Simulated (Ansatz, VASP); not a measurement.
## Si5N in VASP and in Ansatz

```
CELL_PARAMETERS angstrom
3.71499 0.00000 0.00000
-1.85750 3.21728 0.00000
0.00000 0.00000 8.59666
ATOMIC_POSITIONS crystal
Si 0.33333 0.66667 0.31051
Si 0.33333 0.66667 0.58460
Si 0.66667 0.33333 0.68393
Si 0.66667 0.33333 0.95868
Si 0.00000 0.00000 0.21224
N 0.00000 0.00000 0.00004
```

Change from the starting cell: built by hand: N-substituted diamond, ordered along (111) (P3m1, No. 156).

Alike in both runs: functional PBE; k mesh 5 × 5 × 2; occupations gaussian, width 0.2 eV; no spin polarisation.

Ansatz relaxed the structure, and its values are those at the end. VASP's run is a single point on that final structure, the one shown.

|  | VASP | Ansatz |
| --- | --- | --- |
| version | VASP 6.6.1 | Ansatz 0.2.0 |
| potentials or method | VASP PAW PBE potentials, release 64 (Si, N), cutoff 520 eV | scalar-relativistic, plane waves, PAW |
| valence electrons in the cell | 25 | 25 |

```tsv
	VASP	Ansatz	Ansatz less VASP
gap on the k mesh at the Fermi level (eV)	none	none	-
pressure (GPa)	-0.1	0.0	+0.08
rms of the force components (eV/Å)	0.005	0.001	-0.0040
```

A gap of «none» marks a metal or a gap that the smearing closes. The functional is the same, so the differences come from potentials, cutoffs and numerics.

The k mesh is coarse, so the values compare programs but aren't converged.
